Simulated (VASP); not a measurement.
Here is a VASP 6.6.1 calculation.

File INCAR:

```
PREC = Accurate
ENCUT = 500
EDIFF = 1E-6
ISMEAR = 0
SIGMA = 0.1
LREAL = F
LASPH = T
NELM = 120
ALGO = Normal
ISIF = 2
LWAVE = F
LCHARG = F
NBANDS = 11
GGA_COMPAT = F
```

Contents of KPOINTS:

```
regular mesh
0
Gamma
  8 8 8
```

Contents of POSCAR:

```
Hf
1.0
    0.0000000000      2.2200000000      2.2200000000
    2.2200000000      0.0000000000      2.2200000000
    2.2200000000      2.2200000000      0.0000000000
Hf
1
Direct
    0.0000000000      0.0000000000      0.0000000000
```

Potentials or basis: VASP PAW LDA potentials, release 64 (Hf_pv).

Launch:

```bash
$ cat potpaw_LDA.64/Hf_pv/POTCAR > POTCAR
$ mpirun -np 1 vasp_std > vasp.out
```

Estimate the band gap on the k mesh.

zero (band 5 reaches 6.11 eV, above the bottom of band 6 at 4.38 eV).

What does it give for the pressure?

-6.0 GPa.

Caveat: spin-orbit coupling is left out, which moves the levels of the heavy elements.
